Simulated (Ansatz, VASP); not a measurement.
**Sr in VASP and in Ansatz**

```
Sr
1.0
     4.30644    0.00000    0.00000
    -2.15322    3.72949    0.00000
     0.00000    0.00000    7.11523
Sr
2
Direct
  0.33333 0.66667 0.25000
  0.66667 0.33333 0.75000
```

Alike in both runs: functional r2SCAN; k mesh 12 × 12 × 6; occupations gaussian, width 0.1 eV; no spin polarisation.

Ansatz relaxed the structure, and its values are those at the end. VASP's run is a single point on that final structure, the one shown.

|  | VASP | Ansatz |
| --- | --- | --- |
| version | VASP 6.6.1 | Ansatz 0.2.0 |
| potentials or method | VASP PAW PBE potentials, release 64 (Sr_sv), cutoff 520 eV | scalar-relativistic, plane waves, PAW |
| valence electrons in the cell | 20 | 20 |

|  | VASP | Ansatz | Ansatz less VASP |
| --- | --- | --- | --- |
| gap on the k mesh at the Fermi level (eV) | none | none | - |
| pressure (GPa) | 0.0 | 0.0 | -0.01 |

VASP's potentials were made for PBE, not for r2SCAN. A gap of «none» marks a metal or a gap that the smearing closes.
